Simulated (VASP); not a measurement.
# MgO (F-43m) in VASP: a series of runs, part 2 of 3

VASP 6.6.1. Earlier steps stand in the parts before.

## Step 3: Single point, PBE0

The input, POSCAR:

```
MgO
1.0
    0.0000000000      2.2820056601      2.2820056601
    2.2820056601      0.0000000000      2.2820056601
    2.2820056601      2.2820056601      0.0000000000
Mg O
1 1
Direct
    0.0000000000      0.0000000000      0.0000000000
    0.2500000000      0.2500000000      0.2500000000
```

The input, INCAR.step1:

```
ALGO = Normal
EDIFF = 1E-5
ENCUT = 520
GGA = PE
ISIF = 2
ISMEAR = 0
LASPH = True
LCHARG = False
LREAL = False
LWAVE = True
NBANDS = 11
NELM = 100
PREC = Accurate
SIGMA = 0.01
```

The input, INCAR.step2:

```
AEXX = 0.25
ALGO = Normal
EDIFF = 1E-6
ENCUT = 520
GGA = PE
ISIF = 2
ISMEAR = 0
ISTART = 1
LASPH = True
LCHARG = False
LHFCALC = True
LREAL = False
LWAVE = False
NBANDS = 11
NELM = 100
PREC = Accurate
PRECFOCK = Normal
SIGMA = 0.01
```

The input, KPOINTS:

```
k-points
0
Gamma
  6 6 6
```

Potentials or basis: VASP PAW PBE potentials, release 64 (Mg, O).

Command:

```console
cat potpaw_PBE.64/Mg/POTCAR potpaw_PBE.64/O/POTCAR > POTCAR
cp INCAR.step1 INCAR
mpirun -np 1 vasp_std > vasp.out
cp INCAR.step2 INCAR
mpirun -np 1 vasp_std > vasp.out
```

OUTCAR:

```text
AEXX = 0.25
   EDIFF = 1E-6
   ENCUT = 520
   GGA = PE
   ISIF = 2
   ISMEAR = 0
   ISTART = 1
   LASPH = True
   LHFCALC = True
   LREAL = False
   NELM = 100
   PREC = Accurate
   PRECFOCK = Normal

 ion  position               nearest neighbor table
   1  0.000  0.000  0.000-   2 1.98   2 1.98   2 1.98   2 1.98
   2  0.250  0.250  0.250-   1 1.98   1 1.98   1 1.98   1 1.98

  LATTYP: Found a face centered cubic cell.
 ALAT       =     4.5640113202

  Lattice vectors:

 A1 = (   0.0000000000,   2.2820056601,   2.2820056601)
 A2 = (   2.2820056601,   0.0000000000,   2.2820056601)
 A3 = (   2.2820056601,   2.2820056601,   0.0000000000)

Analysis of symmetry for initial positions (statically):
=====================================================================
 Subroutine PRICEL returns:
 Original cell was already a primitive cell.

 Routine SETGRP: Setting up the symmetry group for a
 face centered cubic supercell.

 Subroutine GETGRP returns: Found 24 space group operations
 (whereof 24 operations were pure point group operations)
 out of a pool of 48 trial point group operations.

The static configuration has the point symmetry T_d .

Analysis of symmetry for dynamics (positions and initial velocities):
=====================================================================
 Subroutine PRICEL returns:
 Original cell was already a primitive cell.

 Routine SETGRP: Setting up the symmetry group for a
 face centered cubic supercell.

 Subroutine GETGRP returns: Found 24 space group operations
 (whereof 24 operations were pure point group operations)
 out of a pool of 48 trial point group operations.

The dynamic configuration has the point symmetry T_d .

 Subroutine INISYM returns: Found 24 space group operations
 (whereof 24 operations are pure point group operations),
 and found     1 'primitive' translations

[... 118 lines left out ...]
   HFSCREEN=    0.0000 screening length (either q_TF or 0.3 A-1)
   HFSCREENC=   0.0000 screening length for correlation (either q_TF or 0.3 A-1)
   ENCUTFOCK=  -1.0 apply spherical cutoff to Coloumb kernel
   IVDW    =     0    specifies the selected vdW correction
   LEPSILON=     F    determine dielectric tensor
   LRPA    =     F    only Hartree local field effects (RPA)
 non-spin polarized calculation
 Gauss-broadening in eV      SIGMA  =   0.01
  energy-cutoff  :      520.00
  volume of cell :       23.77
 maximum number of plane-waves:       650
  NGX = 20; NGY = 20; NGZ = 20

 number of electron       8.0000007 magnetization

 Free energy of the ion-electron system (eV)
  ---------------------------------------------------
  ext. energy  EPLUGINS =         0.00000000
  ---------------------------------------------------
  free energy    TOTEN  =       -14.51757975 eV

  energy without entropy =      -14.51757975  energy(sigma->0) =      -14.51757975

 E-fermi :  -0.7320     XC(G=0):  -7.6318

 val. band max:       -0.8593010221   @ k =   0.0000   0.0000   0.0000
 cond. band min:       5.1119131472   @ k =   0.0000   0.0000   0.0000
 fundamental gap:      5.9712141693
 Fermi energy:        -0.7319696964

 k-point     1 :       0.0000    0.0000    0.0000
  band No.  band energies     occupation
      1     -18.2559      2.00000
      2      -0.8593      2.00000
      3      -0.8593      2.00000
      4      -0.8593      2.00000
      5       5.1119      0.00000
      6      18.7376      0.00000
      7      18.7376      0.00000
      8      18.7376      0.00000
      9      22.3337      0.00000
     10      22.3338      0.00000
     11      22.4062      0.00000
[... 197 lines left out ...]
 k-point    16 :      -0.3333    0.5000    0.1667
  band No.  band energies     occupation
      1     -17.3369      2.00000
      2      -3.1514      2.00000
      3      -2.2050      2.00000
      4      -1.9122      2.00000
      5       8.8557      0.00000
      6      13.3952      0.00000
      7      16.0660      0.00000
      8      16.5336      0.00000
      9      20.5731      0.00000
     10      24.8777      0.00000
     11      26.1378      0.00000

------------------------ aborting loop because EDIFF is reached ----------------------------------------

  FORCE on cell =-STRESS in cart. coord.  units (eV):
  Direction    XX          YY          ZZ          XY          YZ          ZX
  --------------------------------------------------------------------------------------
  -------------------------------------------------------------------------------------
  Total       -0.0277434     -0.0277434     -0.0277434      0.0000000      0.0000000      0.0000000
  in kB       -1.8702057     -1.8702057     -1.8702057      0.0000000      0.0000000      0.0000000
  external PRESSURE =      -1.8702057 kB  Pullay stress =       0.0000000 kB

 VOLUME and BASIS-vectors are now :
 -----------------------------------------------------------------------------
  energy-cutoff  :      520.00
  volume of cell :       23.77
      direct lattice vectors                 reciprocal lattice vectors
     0.000000000  2.282005660  2.282005660    -0.219105504  0.219105504  0.219105504
     2.282005660  0.000000000  2.282005660     0.219105504 -0.219105504  0.219105504
     2.282005660  2.282005660  0.000000000     0.219105504  0.219105504 -0.219105504

 POSITION                                       TOTAL-FORCE (eV/Angst)
 -----------------------------------------------------------------------------------
      0.00000      0.00000      0.00000        -0.000000     -0.000000     -0.000000
      1.14100      1.14100      1.14100         0.000000      0.000000      0.000000
 -----------------------------------------------------------------------------------
    total drift:                               -0.000001     -0.000002     -0.000002

  FREE ENERGIE OF THE ION-ELECTRON SYSTEM (eV)
  ---------------------------------------------------
  free  energy   TOTEN  =       -14.5175797549 eV

  energy  without entropy=      -14.5175797549  energy(sigma->0) =      -14.51757975
```

OUTCAR.step1:

```text
EDIFF = 1E-5
   ENCUT = 520
   GGA = PE
   ISIF = 2
   ISMEAR = 0
[... 434 lines left out ...]
 -----------------------------------------------------------------------------------
      0.00000      0.00000      0.00000        -0.000000     -0.000000     -0.000000
      1.14100      1.14100      1.14100         0.000000      0.000000      0.000000
 -----------------------------------------------------------------------------------
    total drift:                               -0.000001     -0.000001     -0.000001

  FREE ENERGIE OF THE ION-ELECTRON SYSTEM (eV)
  ---------------------------------------------------
  free  energy   TOTEN  =       -11.6931150165 eV

  energy  without entropy=      -11.6931150165  energy(sigma->0) =      -11.69311502
```

Run time: 11 min. Hardware: 1 thread of AMD EPYC 7R43 (Zen 3), shared host; peak memory 0.12 GiB.

What came out:

| Quantity | Value |
| --- | --- |
| Free energy | -14.5176 eV |
| Pressure | -0.2 GPa |
| Band gap on the k mesh | 5.97 eV |

Levels at points of the mesh, in eV from the valence-band top:
```
           k point  band 1  band 2  band 3  band 4  band 5  band 6  band 7  band 8
(0.00, 0.00, 0.00)  -17.40    0.00    0.00    0.00    5.97   19.60   19.60   19.60
(0.50, 0.00, 0.00)  -16.69   -3.25   -0.22   -0.22   11.36   12.37   17.31   17.31
(0.50, 0.50, 0.00)  -16.48   -2.70   -0.82   -0.82    8.63   14.18   17.09   19.66
```

Caveat: the PAW data sets were made with another functional, which shifts forces and pressure a little.

## Step 4: Single point, PBE

The input, INCAR:

```
  PREC = Accurate
  ENCUT = 520
  EDIFF = 1E-6
  ISMEAR = 0
  SIGMA = 0.01
  LREAL = F
  LASPH = T
  NELM = 100
  ALGO = Normal
  ISIF = 2
  LWAVE = F
  LCHARG = T
  GGA = PE
  LELF = T
  LVHAR = T
  NBANDS = 11
```

The input, KPOINTS:

```
regular mesh
0
Gamma
  6 6 6
```

POSCAR is that of step 3.

Potentials or basis: VASP PAW PBE potentials, release 64 (Mg, O).

Command:

```console
cat potpaw_PBE.64/Mg/POTCAR potpaw_PBE.64/O/POTCAR > POTCAR
mpirun -np 1 vasp_std > vasp.out
```

OUTCAR:

```text
PREC = Accurate
   ENCUT = 520
   EDIFF = 1E-6
   ISMEAR = 0
   LREAL = F
   LASPH = T
   NELM = 100
   ISIF = 2
   GGA = PE

 ion  position               nearest neighbor table
   1  0.000  0.000  0.000-   2 1.98   2 1.98   2 1.98   2 1.98
   2  0.250  0.250  0.250-   1 1.98   1 1.98   1 1.98   1 1.98

  LATTYP: Found a face centered cubic cell.
 ALAT       =     4.5640113202

  Lattice vectors:

 A1 = (   0.0000000000,   2.2820056601,   2.2820056601)
 A2 = (   2.2820056601,   0.0000000000,   2.2820056601)
 A3 = (   2.2820056601,   2.2820056601,   0.0000000000)

Analysis of symmetry for initial positions (statically):
=====================================================================
 Subroutine PRICEL returns:
 Original cell was already a primitive cell.

 Routine SETGRP: Setting up the symmetry group for a
 face centered cubic supercell.

 Subroutine GETGRP returns: Found 24 space group operations
 (whereof 24 operations were pure point group operations)
 out of a pool of 48 trial point group operations.

The static configuration has the point symmetry T_d .

Analysis of symmetry for dynamics (positions and initial velocities):
[... 161 lines left out ...]
      3       0.7882      2.00000
      4       0.7882      2.00000
      5       4.4296      0.00000
      6      17.6032      0.00000
      7      17.6032      0.00000
      8      17.6032      0.00000
      9      21.1083      0.00000
     10      21.1084      0.00000
     11      21.1976      0.00000
[... 197 lines left out ...]
 k-point    16 :      -0.3333    0.5000    0.1667
  band No.  band energies     occupation
      1     -14.2407      2.00000
      2      -1.3356      2.00000
      3      -0.4471      2.00000
      4      -0.1870      2.00000
      5       8.0692      0.00000
      6      12.3656      0.00000
      7      14.7335      0.00000
      8      15.3646      0.00000
      9      19.2884      0.00000
     10      23.5854      0.00000
     11      24.6507      0.00000

------------------------ aborting loop because EDIFF is reached ----------------------------------------

  FORCE on cell =-STRESS in cart. coord.  units (eV):
  Direction    XX          YY          ZZ          XY          YZ          ZX
  --------------------------------------------------------------------------------------
  -------------------------------------------------------------------------------------
  Total        0.5136184      0.5136184      0.5136184     -0.0000000      0.0000000      0.0000000
  in kB       34.6235050     34.6235050     34.6235050     -0.0000000      0.0000000      0.0000000
  external PRESSURE =      34.6235050 kB  Pullay stress =       0.0000000 kB

 VOLUME and BASIS-vectors are now :
 -----------------------------------------------------------------------------
  energy-cutoff  :      520.00
  volume of cell :       23.77
      direct lattice vectors                 reciprocal lattice vectors
     0.000000000  2.282005660  2.282005660    -0.219105504  0.219105504  0.219105504
     2.282005660  0.000000000  2.282005660     0.219105504 -0.219105504  0.219105504
     2.282005660  2.282005660  0.000000000     0.219105504  0.219105504 -0.219105504

 POSITION                                       TOTAL-FORCE (eV/Angst)
 -----------------------------------------------------------------------------------
      0.00000      0.00000      0.00000         0.000000      0.000000     -0.000000
      1.14100      1.14100      1.14100        -0.000000     -0.000000      0.000000
 -----------------------------------------------------------------------------------
    total drift:                               -0.000001     -0.000001     -0.000001

  FREE ENERGIE OF THE ION-ELECTRON SYSTEM (eV)
  ---------------------------------------------------
  free  energy   TOTEN  =       -11.6931157573 eV

  energy  without entropy=      -11.6931157573  energy(sigma->0) =      -11.69311576
```

OSZICAR:

```text
N       E                     dE             d eps       ncg     rms          rms(c)
DAV:   1     0.171821275336E+02    0.17182E+02   -0.42136E+03   384   0.615E+02
DAV:   2    -0.129810705781E+02   -0.30163E+02   -0.29542E+02   405   0.136E+02
DAV:   3    -0.138698177611E+02   -0.88875E+00   -0.88805E+00   451   0.215E+01
DAV:   4    -0.138724292956E+02   -0.26115E-02   -0.26115E-02   382   0.131E+00
DAV:   5    -0.138724398229E+02   -0.10527E-04   -0.10527E-04   423   0.789E-02    0.833E+00
DAV:   6    -0.117266799312E+02    0.21458E+01   -0.13539E+01   394   0.192E+01    0.277E+00
DAV:   7    -0.116980389181E+02    0.28641E-01   -0.11696E-01   388   0.266E+00    0.153E+00
DAV:   8    -0.116939598716E+02    0.40790E-02   -0.47186E-02   382   0.240E+00    0.355E-01
DAV:   9    -0.116932400681E+02    0.71980E-03   -0.69375E-04   408   0.184E-01    0.239E-01
DAV:  10    -0.116931089724E+02    0.13110E-03   -0.16616E-03   388   0.298E-01    0.118E-02
DAV:  11    -0.116931150164E+02   -0.60440E-05   -0.16682E-05   406   0.270E-02    0.949E-03
DAV:  12    -0.116931157573E+02   -0.74084E-06   -0.28978E-06   400   0.122E-02
   1 F= -.11693116E+02 E0= -.11693116E+02  d E =-.441156E-60
```

It took 4.5 s on 1 thread of Intel Xeon Platinum 8488C (Sapphire Rapids), shared host; peak memory 0.13 GiB.

What came out:

| Quantity | Value |
| --- | --- |
| Free energy | -11.6931 eV |
| Pressure | 3.5 GPa |
| Band gap on the k mesh | 3.64 eV |

Levels at points of the mesh, in eV from the valence-band top:
```tsv
k point	band 1	band 2	band 3	band 4	band 5	band 6	band 7	band 8	band 9
(0.00, 0.00, 0.00)	-15.90	0.00	0.00	0.00	3.64	16.82	16.82	16.82	20.32
(0.50, 0.00, 0.00)	-15.23	-3.04	-0.18	-0.18	8.79	9.69	14.62	14.62	19.66
(0.50, 0.50, 0.00)	-15.03	-2.51	-0.74	-0.74	6.26	11.56	14.11	16.68	16.68
```

Caveat: the cell stands under pressure.

[end of part 2 of 3]
